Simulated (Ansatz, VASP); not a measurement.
KTaO3: VASP beside Ansatz

```
K Ta O
1.0
     4.58316    0.00000    0.00000
     0.00000    3.98536    0.00000
     0.00000    0.00000    3.98536
K Ta O
1 1 3
Direct
  0.50000 0.50000 0.50000
  0.00000 0.00000 0.00000
  0.50000 0.00000 0.00000
  0.00000 0.50000 0.00000
  0.00000 0.00000 0.50000
```

Change from the starting cell: normal strain along x +0.1500, normal strain along z +0.0000.

Alike in both runs: task single point; functional PBEsol; k mesh 8 × 8 × 8; occupations gaussian, width 0.05 eV; no spin polarisation.

|  | VASP | Ansatz |
| --- | --- | --- |
| version | VASP 6.6.1 | Ansatz 0.2.0 |
| potentials or method | VASP PAW PBE potentials, release 64 (K_sv, Ta_pv, O), cutoff 520 eV | scalar-relativistic, plane waves, PAW |
| valence electrons in the cell | 38 | 40 |

|  | VASP | Ansatz | Ansatz less VASP |
| --- | --- | --- | --- |
| gap on the k mesh at the Fermi level (eV) | 1.57 | 1.60 | +0.032 |
| least direct gap on the mesh (eV) | 1.85 | 1.87 | +0.029 |
| pressure (GPa) | -15.4 | -15.8 | -0.42 |
| traceless stress, the component that is largest in VASP (GPa) | -15.81 | -15.53 | +0.283 |

VASP's potentials were made for PBE, not for PBEsol. With one functional, cell and mesh, what is left measures potentials, basis and numerics. VASP's potentials hold 38 valence electrons a cell and Ansatz's 40, so a difference there can come from the potentials and not from the codes.

Spin-orbit coupling is off throughout.
